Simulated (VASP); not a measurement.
# BN (zincblende type) (F-43m) in VASP: further runs

The runs below take BN (zincblende type) through single point, with PBEsol.

Everything below comes from runs of VASP 6.6.1. Logs are shortened: lines on timing, memory, paths and dates and some standing lists are left out, and cuts for length are marked.

### Step 1. The cell of the first run

Symmetry: F-43m, No. 216, cubic system. The conventional cell has a = 3.347 Å, b = 3.347 Å, c = 3.347 Å, α = 90.00°, β = 90.00°, γ = 90.00°. B (site symmetry -43m) has 4 N at 1.45 Å within 1.9 Å. Within 1.9 Å of N (site symmetry -43m) lie 4 B at 1.45 Å.

### Step 2. Single point, PBEsol (volume scaled by 0.8)

INCAR reads:

```
SYSTEM = BN
  PREC = Accurate
  ENCUT = 520
  EDIFF = 1E-6
  ISMEAR = -1
  SIGMA = 0.08
  LREAL = .False.
  LASPH = .True.
  NELM = 60
  ALGO = Normal
  ISIF = 2
  LWAVE = .False.
  LCHARG = .False.
  GGA = PS
  NBANDS = 11
```

KPOINTS reads:

```
regular mesh
0
Gamma
  17 17 17
  0 0 0
```

POSCAR reads:

```
BN
1.0
    0.0000000000      1.6735939367      1.6735939367
    1.6735939367      0.0000000000      1.6735939367
    1.6735939367      1.6735939367      0.0000000000
B N
1 1
Direct
    0.0000000000      0.0000000000      0.0000000000
    0.2500000000      0.2500000000      0.2500000000
```

Potentials or basis: VASP PAW PBE potentials, release 64 (B, N).

On the command line:

```sh
$ cat potpaw_PBE.64/B/POTCAR potpaw_PBE.64/N/POTCAR > POTCAR
$ mpirun -np 1 vasp_std > vasp.out
```

OUTCAR:

```text
SYSTEM = BN
   PREC = Accurate
   ENCUT = 520
   EDIFF = 1E-6
   ISMEAR = -1
   LREAL = .False.
   LASPH = .True.
   NELM = 60
   ISIF = 2
   GGA = PS

 ion  position               nearest neighbor table
   1  0.000  0.000  0.000-   2 1.45   2 1.45   2 1.45   2 1.45
   2  0.250  0.250  0.250-   1 1.45   1 1.45   1 1.45   1 1.45

  LATTYP: Found a face centered cubic cell.
 ALAT       =     3.3471878734

  Lattice vectors:

 A1 = (   0.0000000000,   1.6735939367,   1.6735939367)
 A2 = (   1.6735939367,   0.0000000000,   1.6735939367)
 A3 = (   1.6735939367,   1.6735939367,   0.0000000000)

Analysis of symmetry for initial positions (statically):
=====================================================================
 Subroutine PRICEL returns:
 Original cell was already a primitive cell.

 Routine SETGRP: Setting up the symmetry group for a
 face centered cubic supercell.

 Subroutine GETGRP returns: Found 24 space group operations
 (whereof 24 operations were pure point group operations)
 out of a pool of 48 trial point group operations.

The static configuration has the point symmetry T_d .

Analysis of symmetry for dynamics (positions and initial velocities):
=====================================================================
 Subroutine PRICEL returns:
 Original cell was already a primitive cell.

 Routine SETGRP: Setting up the symmetry group for a
 face centered cubic supercell.

 Subroutine GETGRP returns: Found 24 space group operations
 (whereof 24 operations were pure point group operations)
 out of a pool of 48 trial point group operations.

The dynamic configuration has the point symmetry T_d .

 Subroutine INISYM returns: Found 24 space group operations
 (whereof 24 operations are pure point group operations),
 and found     1 'primitive' translations

----------------------------------------------------------------------------------------

                                     Primitive cell

  volume of cell :       9.3752

  direct lattice vectors                    reciprocal lattice vectors
     0.000000000  1.673593937  1.673593937    -0.298758253  0.298758253  0.298758253
     1.673593937  0.000000000  1.673593937     0.298758253 -0.298758253  0.298758253
     1.673593937  1.673593937  0.000000000     0.298758253  0.298758253 -0.298758253

  length of vectors
     2.366819243  2.366819243  2.366819243     0.517464473  0.517464473  0.517464473

  position of ions in fractional coordinates (direct lattice)
     0.000000000  0.000000000  0.000000000
     0.250000000  0.250000000  0.250000000

  ion indices of the primitive-cell ions
   primitive index   ion index
                 1           1
                 2           2

----------------------------------------------------------------------------------------

 KPOINTS: regular mesh

Automatic generation of k-mesh.
 Grid dimensions read from file:
 generate k-points for:   17   17   17

 Generating k-lattice:

  Cartesian coordinates                     Fractional coordinates (reciprocal lattice)
    -0.017574015  0.017574015  0.017574015     0.058823529  0.000000000  0.000000000
     0.017574015 -0.017574015  0.017574015     0.000000000  0.058823529  0.000000000
     0.017574015  0.017574015 -0.017574015     0.000000000  0.000000000  0.058823529

  Length of vectors
     0.030439087  0.030439087  0.030439087

  Shift w.r.t. Gamma in fractional coordinates (k-lattice)
     0.000000000  0.000000000  0.000000000

 Subroutine IBZKPT returns following result:
 ===========================================

 Found    165 irreducible k-points:

 Following reciprocal coordinates:
            Coordinates               Weight
  0.000000  0.000000  0.000000      1.000000
  0.058824  0.000000  0.000000      8.000000
  0.117647  0.000000  0.000000      8.000000
  0.176471  0.000000  0.000000      8.000000
  0.235294  0.000000  0.000000      8.000000
  0.294118  0.000000  0.000000      8.000000
[... 16 lines left out ...]
 -0.176471  0.058824  0.000000     24.000000
 -0.117647  0.058824  0.000000     24.000000
 [... further k-points ...]
   k-points           NKPTS =    165   k-points in BZ     NKDIM =    165   number of bands    NBANDS=     11
   number of dos      NEDOS =    301   number of ions     NIONS =      2
   total plane-waves  NPLWV =   5832
   dimension x,y,z NGX =    18 NGY =   18 NGZ =   18
   dimension x,y,z NGXF=    36 NGYF=   36 NGZF=   36
   ions per type =               1   1
   NGX,Y,Z   is equivalent  to a cutoff of  12.64, 12.64, 12.64 a.u.
   NGXF,Y,Z  is equivalent  to a cutoff of  25.29, 25.29, 25.29 a.u.
 SYSTEM =  BN
   PREC   = accura    normal or accurate (medium, high low for compatibility)
   ISTART =      0    job   : 0-new  1-cont  2-samecut
   ICHARG =      2    charge: 1-file 2-atom 10-const
   ISPIN  =      1    spin polarized calculation?
   LNONCOLLINEAR =      F non collinear calculations
   LSORBIT =      F    spin-orbit coupling
   LASPH  =      T    aspherical Exc in radial PAW
   ENCUT  =  520.0 eV  38.22 Ry    6.18 a.u.   4.40  4.40  4.40*2*pi/ulx,y,z
   NELM   =     60;   NELMIN=  2; NELMDL= -5     # of ELM steps
   EDIFF  = 0.1E-05   stopping-criterion for ELM
   LREAL  =      F    real-space projection
   EDIFFG = 0.1E-04   stopping-criterion for IOM
   NSW    =      0    number of steps for IOM
   IBRION =     -1    ionic relax: 0-MD 1-quasi-New 2-CG
   NFREE  =      0    steps in history (QN), initial steepest desc. (CG)
   ISIF   =      2    stress and relaxation
   ISYM   =      2    0-nonsym 1-usesym 2-fastsym
   POTIM  = 0.5000    time-step for ionic-motion
   TEBEG  =    0.0;   TEEND  =   0.0 temperature during run
   PSTRESS=    0.0 pullay stress
   NELECT =       8.0000    total number of electrons
   NUPDOWN=      -1.0000    fix difference up-down
   EMIN   =  10.00;   EMAX   =-10.00  energy-range for DOS
   EFERMI =   0.00;   METHOD = LEGACY
   ISMEAR =    -1;   SIGMA  =   0.08  broadening in eV -4-tet -1-fermi 0-gaus
   EFERMI_NEDOS =   21; number of points for ismear=-14 and -15
   IALGO  =     38    algorithm
   IMIX   =      4    mixing-type and parameters
     AMIX     =   0.40;   BMIX     =  1.00
     AMIX_MAG =   1.60;   BMIX_MAG =  1.00
  volume/ion in A,a.u.               =       4.69        31.63
  Fermi-wavevector in a.u.,A,eV,Ry     =   1.552785  2.934339 32.805580  2.411142
  Thomas-Fermi vector in A             =   2.657110
   LORBIT       =      0    0 simple, 1 ext, 2 COOP (PROOUT), +10 PAW based schemes
   GGA     = PS    functional components
   LHFCALC =     F    Hartree Fock is set to
   AEXX    =    0.0000 exact exchange contribution
   IVDW    =     0    specifies the selected vdW correction
   LEPSILON=     F    determine dielectric tensor
   LRPA    =     F    only Hartree local field effects (RPA)
 non-spin polarized calculation
  energy-cutoff  :      520.00
  volume of cell :        9.38
 maximum number of plane-waves:       268
 NGX is ok and might be reduce to    18
   NGX =  9   NGY =  9   NGZ =  9

 number of electron       8.0000003 magnetization

 Free energy of the ion-electron system (eV)
  ---------------------------------------------------
  ext. energy  EPLUGINS =         0.00000000
  ---------------------------------------------------
  free energy    TOTEN  =       -17.53399602 eV

  energy without entropy =      -17.53399602  energy(sigma->0) =      -17.53399602

 E-fermi :  12.0777     XC(G=0): -14.1801

 val. band max:       10.4894570371   @ k =   0.0000   0.0000   0.0000
 cond. band min:      15.0341406833   @ k =   0.4706   0.4706   0.0000
 fundamental gap:      4.5446836462
 Fermi energy:        12.0777145991

 k-point     1 :       0.0000    0.0000    0.0000
  band No.  band energies     occupation
      1     -12.6451      2.00000
      2      10.4895      2.00000
      3      10.4895      2.00000
      4      10.4895      2.00000
      5      20.3380      0.00000
      6      20.3380      0.00000
      7      20.3380      0.00000
      8      24.7479      0.00000
      9      39.5520      0.00000
     10      41.1874      0.00000
     11      41.1874      0.00000

 k-point     2 :       0.0588    0.0000    0.0000
  band No.  band energies     occupation
      1     -12.5443      2.00000
      2       9.9236      2.00000
      3      10.3683      2.00000
      4      10.3683      2.00000
      5      20.5219      0.00000
      6      20.5219      0.00000
      7      20.6020      0.00000
      8      24.9807      0.00000
      9      38.8944      0.00000
     10      39.1963      0.00000
     11      39.1963      0.00000

 k-point     3 :       0.1176    0.0000    0.0000
  band No.  band energies     occupation
      1     -12.2434      2.00000
      2       8.4763      2.00000
      3      10.0461      2.00000
      4      10.0461      2.00000
      5      21.0010      0.00000
      6      21.0010      0.00000
      7      21.1846      0.00000
      8      25.6059      0.00000
      9      37.5105      0.00000
     10      37.5105      0.00000
     11      37.8781      0.00000

 k-point     4 :       0.1765    0.0000    0.0000
  band No.  band energies     occupation
      1     -11.7458      2.00000
      2       6.5686      2.00000
      3       9.6140      2.00000
      4       9.6140      2.00000
      5      21.5954      0.00000
      6      21.5954      0.00000
      7      21.8108      0.00000
      8      26.3970      0.00000
      9      36.4595      0.00000
     10      36.4595      0.00000
     11      37.1142      0.00000
[... 239 lines left out ...]
 k-point    22 :      -0.2353    0.0588    0.0000
  band No.  band energies     occupation
      1     -10.7042      2.00000
      2       3.8212      2.00000
      3       8.2263      2.00000
      4       9.3295      2.00000
      5      21.9707      0.00000
      6      22.5069      0.00000
      7      22.9043      0.00000
      8      27.1907      0.00000
      9      34.8286      0.00000
     10      35.7846      0.00000
     11      39.2852      0.00000

 k-point    23 :      -0.1765    0.0588    0.0000
  band No.  band energies     occupation
      1     -11.4495      2.00000
      2       5.8855      2.00000
      3       8.6543      2.00000
      4       9.7871      2.00000
      5      21.4806      0.00000
      6      21.9658      0.00000
      7      22.5245      0.00000
      8      26.6384      0.00000
      9      34.8739      0.00000
     10      35.6999      0.00000
     11      39.5285      0.00000

 k-point    24 :      -0.1176    0.0588    0.0000
  band No.  band energies     occupation
      1     -12.0104      2.00000
      2       7.8185      2.00000
      3       9.1557      2.00000
      4      10.1712      2.00000
      5      20.9447      0.00000
      6      21.3351      0.00000
      7      21.9406      0.00000
      8      25.9590      0.00000
      9      35.6958      0.00000
     10      36.2459      0.00000
     11      40.2140      0.00000

 [... further k-points ...]
[... 5 lines left out ...]
  --------------------------------------------------------------------------------------
  -------------------------------------------------------------------------------------
  Total        7.6228952      7.6228952      7.6228952     -0.0000000      0.0000000      0.0000000
  in kB     1302.7175197   1302.7175197   1302.7175197     -0.0000000      0.0000000      0.0000000
  external PRESSURE =    1302.7175197 kB  Pullay stress =       0.0000000 kB

 VOLUME and BASIS-vectors are now :
 -----------------------------------------------------------------------------
  energy-cutoff  :      520.00
  volume of cell :        9.38
      direct lattice vectors                 reciprocal lattice vectors
     0.000000000  1.673593937  1.673593937    -0.298758253  0.298758253  0.298758253
     1.673593937  0.000000000  1.673593937     0.298758253 -0.298758253  0.298758253
     1.673593937  1.673593937  0.000000000     0.298758253  0.298758253 -0.298758253

 POSITION                                       TOTAL-FORCE (eV/Angst)
 -----------------------------------------------------------------------------------
      0.00000      0.00000      0.00000         0.000000     -0.000000      0.000000
      0.83680      0.83680      0.83680        -0.000000      0.000000     -0.000000
 -----------------------------------------------------------------------------------
    total drift:                                0.000000      0.000000      0.000000

  FREE ENERGIE OF THE ION-ELECTRON SYSTEM (eV)
  ---------------------------------------------------
  free  energy   TOTEN  =       -17.5339960192 eV

  energy  without entropy=      -17.5339960192  energy(sigma->0) =      -17.53399602
```

Run time: 12 s. Hardware: 1 thread of Intel Xeon Platinum 8488C (Sapphire Rapids), shared host; peak memory 0.12 GiB.

What came out:

| Property | Result |
| --- | --- |
| Free energy | -17.5340 eV |
| Pressure | 130.3 GPa |
| Band gap on the k mesh | 4.54 eV, indirect (least direct gap 9.85 eV) |

Caveat: the PAW data sets were made with another functional, which shifts forces and pressure a little. A k mesh can miss the band edges.

### Step 3. Single point, PBEsol (volume scaled by 0.88)

INCAR reads:

```
SYSTEM = BN
PREC     = Accurate       ! precision mode
ENCUT    = 520            ! plane-wave cutoff, eV
EDIFF    = 1E-6           ! SCF threshold, eV
ISMEAR   = -1             ! smearing method
SIGMA    = 0.08           ! smearing width, eV
LREAL    = .FALSE.        ! projectors in reciprocal space
LASPH    = .TRUE.         ! aspherical terms in the spheres
NELM     = 60             ! most SCF steps
ALGO     = Normal         ! electronic algorithm
ISIF     = 2              ! what is computed and relaxed
LWAVE    = .FALSE.        ! write WAVECAR
LCHARG   = .FALSE.        ! write CHGCAR
GGA      = PS             ! functional
NBANDS   = 11             ! bands
```

KPOINTS reads:

```
Automatic mesh
0
G
  17 17 17
  0 0 0
```

POSCAR reads:

```
BN
1.0
    0.0000000000      1.7276177422      1.7276177422
    1.7276177422      0.0000000000      1.7276177422
    1.7276177422      1.7276177422      0.0000000000
B N
1 1
Direct
    0.0000000000      0.0000000000      0.0000000000
    0.2500000000      0.2500000000      0.2500000000
```

Potentials or basis: VASP PAW PBE potentials, release 64 (B, N).

On the command line:

```sh
$ cat potpaw_PBE.64/B/POTCAR potpaw_PBE.64/N/POTCAR > POTCAR
$ mpirun -np 1 vasp_std > vasp.out
```

OUTCAR:

```text
SYSTEM = BN
   PREC = Accurate
   ENCUT = 520
   EDIFF = 1E-6
   ISMEAR = -1
   LREAL = .FALSE.
   LASPH = .TRUE.
   NELM = 60
   ISIF = 2
   GGA = PS

 ion  position               nearest neighbor table
   1  0.000  0.000  0.000-   2 1.50   2 1.50   2 1.50   2 1.50
   2  0.250  0.250  0.250-   1 1.50   1 1.50   1 1.50   1 1.50

  LATTYP: Found a face centered cubic cell.
 ALAT       =     3.4552354844

  Lattice vectors:

 A1 = (   0.0000000000,   1.7276177422,   1.7276177422)
 A2 = (   1.7276177422,   0.0000000000,   1.7276177422)
 A3 = (   1.7276177422,   1.7276177422,   0.0000000000)

Analysis of symmetry for initial positions (statically):
=====================================================================
 Subroutine PRICEL returns:
 Original cell was already a primitive cell.

 Routine SETGRP: Setting up the symmetry group for a
 face centered cubic supercell.

 Subroutine GETGRP returns: Found 24 space group operations
 (whereof 24 operations were pure point group operations)
 out of a pool of 48 trial point group operations.

The static configuration has the point symmetry T_d .

Analysis of symmetry for dynamics (positions and initial velocities):
[... 163 lines left out ...]
 Fermi energy:        10.6533748630

 k-point     1 :       0.0000    0.0000    0.0000
  band No.  band energies     occupation
      1     -12.7553      2.00000
      2       9.1283      2.00000
      3       9.1283      2.00000
      4       9.1283      2.00000
      5      18.5279      0.00000
      6      18.5279      0.00000
      7      18.5279      0.00000
      8      21.6746      0.00000
      9      36.2632      0.00000
     10      38.5400      0.00000
     11      38.5400      0.00000
[... 309 lines left out ...]
 k-point    24 :      -0.1176    0.0588    0.0000
  band No.  band energies     occupation
      1     -12.1630      2.00000
      2       6.6361      2.00000
      3       7.9240      2.00000
      4       8.8363      2.00000
      5      19.0824      0.00000
      6      19.3056      0.00000
      7      19.9265      0.00000
      8      23.0009      0.00000
      9      33.4411      0.00000
     10      33.8007      0.00000
     11      37.3147      0.00000

 [... further k-points ...]
[... 5 lines left out ...]
  --------------------------------------------------------------------------------------
  -------------------------------------------------------------------------------------
  Total        4.0763941      4.0763941      4.0763941     -0.0000000      0.0000000     -0.0000000
  in kB      633.3062610    633.3062610    633.3062610     -0.0000000      0.0000000     -0.0000000
  external PRESSURE =     633.3062610 kB  Pullay stress =       0.0000000 kB

 VOLUME and BASIS-vectors are now :
 -----------------------------------------------------------------------------
  energy-cutoff  :      520.00
  volume of cell :       10.31
      direct lattice vectors                 reciprocal lattice vectors
     0.000000000  1.727617742  1.727617742    -0.289415875  0.289415875  0.289415875
     1.727617742  0.000000000  1.727617742     0.289415875 -0.289415875  0.289415875
     1.727617742  1.727617742  0.000000000     0.289415875  0.289415875 -0.289415875

 POSITION                                       TOTAL-FORCE (eV/Angst)
 -----------------------------------------------------------------------------------
      0.00000      0.00000      0.00000         0.000000      0.000000      0.000000
      0.86381      0.86381      0.86381        -0.000000     -0.000000     -0.000000
 -----------------------------------------------------------------------------------
    total drift:                                0.000000      0.000000     -0.000000

  FREE ENERGIE OF THE ION-ELECTRON SYSTEM (eV)
  ---------------------------------------------------
  free  energy   TOTEN  =       -18.0893913842 eV

  energy  without entropy=      -18.0893913842  energy(sigma->0) =      -18.08939138
```

stdout:

```text
POSCAR found type information on POSCAR B N
 POSCAR found :  2 types and       2 ions
 scaLAPACK will be used
 -----------------------------------------------------------------------------
|                                                                             |
|                                                                             |
|     You enforced a specific xc type in the INCAR file but a different       |
|     I HOPE YOU KNOW WHAT YOU ARE DOING!                                     |
|                                                                             |
 -----------------------------------------------------------------------------

 LDA part: xc-table for (Slater+PW92), standard interpolation
 POSCAR, INCAR and KPOINTS ok, starting setup
 FFT: planning ... GRIDC
 FFT: planning ... GRID_SOFT
 FFT: planning ... GRID
 WAVECAR not read
 entering main loop
```

Run time: 12 s. Hardware: 1 thread of Intel Xeon Platinum 8488C (Sapphire Rapids), shared host; peak memory 0.13 GiB.

What came out:

```
Free energy            : -18.0894 eV
Pressure               : 63.3 GPa
Band gap on the k mesh : 4.46 eV, indirect (least direct gap 9.40 eV)
```

Caveat: the PAW data sets were made with another functional, which shifts forces and pressure a little.
